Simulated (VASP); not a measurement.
Be:

```
CELL_PARAMETERS angstrom
2.25000 0.00000 0.00000
-1.12500 1.94856 0.00000
0.00000 0.00000 3.67425
ATOMIC_POSITIONS crystal
Be 0.33333 0.66667 0.25000
Be 0.66667 0.33333 0.75000
```

```yaml
Program: VASP 6.6.1
Task: relaxation of cell and atoms
Functional: PBE
Potentials_or_basis: VASP PAW PBE potentials, release 64 (Be)
Cutoff: 600 eV
k_mesh: 10 × 10 × 6
Occupations: methfessel-paxton, width 0.1 eV
Spin: no spin polarisation
```

At the start: pressure -2.0 GPa; volume 8.05 Å³/atom.

Problem. Where does the relaxation end?

Solution. Over 8 steps the energy falls by 15.9 meV/atom and the volume is 7.95 Å³/atom (-1.3 %); space group P6_3/mmc (No. 194, to 0.1 Å) before and after.

The path:
```
step  energy change (eV)  largest force (eV/Å)  pressure (GPa)  volume (Å³)
   1              0.0000                0.0000           -1.99        16.11
   2             -0.0304                0.0000            0.11        15.87
   3             -0.0314                0.0000            0.91        15.79
   4             -0.0316                0.0000            0.66        15.81
   5             -0.0316                0.0000            0.72        15.81
   6             -0.0318                0.0000            0.12        15.88
   7             -0.0318                0.0000            0.05        15.89
   8             -0.0318                0.0000            0.00        15.90
```

Final structure:
```
CELL_PARAMETERS angstrom
2.28082 0.00000 0.00000
-1.14041 1.97525 0.00000
0.00000 0.00000 3.52899
ATOMIC_POSITIONS crystal
Be 0.33333 0.66667 0.25000
Be 0.66667 0.33333 0.75000
```
